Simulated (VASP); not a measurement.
Write the native input for VASP 6.6.1 that does the following.

```
Task                   : single point
Functional             : PBEsol
Potentials or basis    : VASP PAW PBE potentials, release 64 (Ir_sv_GW)
Cutoff                 : 560 eV
k mesh                 : 13 × 13 × 18
Occupations            : gaussian, width 0.1 eV
Spin                   : no spin polarisation
Dipole correction      : no
Further INCAR settings : ALGO = Normal; EDIFF = 1e-06; NBANDS = 14; ISYM = 0
```

The structure of Ir lies in POSCAR:

```
Ir
1.0
    2.7083818992      0.0000000000      0.0000000000
    0.0000000000      2.7083818992      0.0000000000
    1.3541909496      1.3541909496      1.9151152069
Ir
1
Direct
    0.0000000000      0.0000000000      0.0000000000
```

The input as run:

INCAR

```
SYSTEM = Ir
  PREC = Accurate
  ENCUT = 560
  EDIFF = 1E-6
  ISMEAR = 0
  SIGMA = 0.1
  LREAL = .False.
  LASPH = .True.
  NELM = 120
  ALGO = Normal
  ISIF = 2
  LWAVE = .False.
  LCHARG = .False.
  GGA = PS
  ISYM = 0
  NBANDS = 14
  GGA_COMPAT = .False.
```

KPOINTS

```
Automatic mesh
0
Gamma
  13 13 18
  0 0 0
```

Potentials or basis: VASP PAW PBE potentials, release 64 (Ir_sv_GW).

The run is started by

```bash
$ cat potpaw_PBE.64/Ir_sv_GW/POTCAR > POTCAR
$ mpirun -np 1 vasp_std > vasp.out
```

Results of the run:

| Quantity | Value |
| --- | --- |
| Pressure | -1.9 GPa |
| Band gap on the k mesh | zero (an odd number of electrons rules out a gap without spin polarisation) |

Caveat: the PAW data sets were made with another functional, which shifts forces and pressure a little; spin-orbit coupling is left out, which moves the levels of the heavy elements.

Wall time 3 min on 1 thread of Intel(R) Xeon(R) Platinum 8375C CPU @ 2.90GHz (Ice Lake), on a shared host, peak memory 0.45 GiB.
